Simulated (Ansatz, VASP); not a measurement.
**ZnSe in VASP and in Ansatz**

INCAR

```
  PREC = Accurate
  ENCUT = 520
  EDIFF = 1E-6
  ISMEAR = 0
  SIGMA = 0.05
  LREAL = False
  LASPH = True
  NELM = 100
  ALGO = Normal
  ISIF = 2
  LWAVE = False
  LCHARG = True
  GGA = PS
  LELF = True
  LVHAR = True
  NBANDS = 26
```

KPOINTS

```
Automatic mesh
0
Gamma
  8 8 6
```

The input POSCAR:

```
ZnSe
1.0
    4.1476469568      0.0000000000      0.0000000000
    0.0000000000      4.1476469568      0.0000000000
    0.0000000000      0.0000000000      5.6955264083
Zn Se
2 2
Direct
    0.0000000000      0.0000000000      0.0000000000
    0.5000000000      0.5000000000      0.0000000000
    0.0000000000      0.5000000000      0.3224306008
    0.5000000000      0.0000000000      0.6775693992
```

Input for Ansatz:

```yaml
crystal:
  lattice:
    - [4.1476469568, 0.0, 0.0]
    - [0.0, 4.1476469568, 0.0]
    - [0.0, 0.0, 5.6955264083]
  atoms:
    - { symbol: Zn, position: [0.0, 0.0, 0.0] }
    - { symbol: Zn, position: [0.5, 0.5, 0.0] }
    - { symbol: Se, position: [0.0, 0.5, 0.3224306008] }
    - { symbol: Se, position: [0.5, 0.0, 0.6775693992] }
basis:
  ecutwfc: 520.0
kpoints:
  mp_grid: { grid: [8, 8, 6] }
hamiltonian:
  xc: pbesol
  pseudopotentials: { kind: paw, azcp: { folder: soft_1 } }
scf:
  occupations: { method: gaussian, width: 0.05 }
output:
  forces: true
  stress: true
  eigenvalues: true
```

Alike in both runs: task single point; functional PBEsol; k mesh 8 × 8 × 6; occupations gaussian, width 0.05 eV; no spin polarisation.

```csv
,VASP,Ansatz
version,VASP 6.6.1,Ansatz 0.2.0
potentials or method,"VASP PAW PBE potentials, release 64 (Zn, Se), cutoff 520 eV","scalar-relativistic, plane waves, PAW"
valence electrons in the cell,36,56
```

|  | VASP | Ansatz | Ansatz less VASP |
| --- | --- | --- | --- |
| gap on the k mesh at the Fermi level (eV) | 0.45 | 0.45 | -0.002 |
| least direct gap on the mesh (eV) | 0.45 | 0.45 | -0.002 |
| pressure (GPa) | -10.2 | -10.3 | -0.12 |
| traceless stress, the component that is largest in VASP (GPa) | -5.19 | -5.21 | -0.027 |
| rms of the force components (eV/Å) | 1.069 | 1.077 | +0.0074 |

VASP's potentials were made for PBE, not for PBEsol, and Ansatz warns of the same on its side. Atom by atom the forces differ by 0.007 eV/Å (rms over components). VASP's potentials hold 36 valence electrons a cell and Ansatz's 56, so a difference there can come from the potentials and not from the codes.
